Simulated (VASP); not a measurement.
Input of a VASP 6.6.1 run:

INCAR

```
  PREC = Accurate
  ENCUT = 520
  EDIFF = 1E-6
  ISMEAR = -1
  SIGMA = 0.1
  LREAL = False
  LASPH = True
  NELM = 60
  ALGO = Normal
  ISIF = 2
  LWAVE = False
  LCHARG = False
  GGA = RE
  NBANDS = 18
```

Contents of KPOINTS:

```
Automatic mesh
0
Gamma
  9 9 7
```

Contents of POSCAR:

```
As
1.0
    1.8427832222     -7.9992933094      0.0000000000
    1.8427832222      7.9992933094      0.0000000000
    0.0000000000      0.0000000000      4.9367235685
As
4
Direct
    0.0746071071      0.9253928929      0.9226424984
    0.5746071071      0.4253928929      0.5773575016
    0.9253928929      0.0746071071      0.0773575016
    0.4253928929      0.5746071071      0.4226424984
```

Potentials or basis: VASP PAW PBE potentials, release 64 (As).

Run with:

```sh
$ cat potpaw_PBE.64/As/POTCAR > POTCAR
$ mpirun -np 1 vasp_std > vasp.out
```

(1) Predict the pressure.

(2) What does it give for the largest force?

(3) Predict the band gap on the k mesh.

Results:

(1) 0.2 GPa.

(2) 0.046 eV/Å.

(3) 0.88 eV.

Caveat: the PAW data sets were made with another functional, which shifts forces and pressure a little.
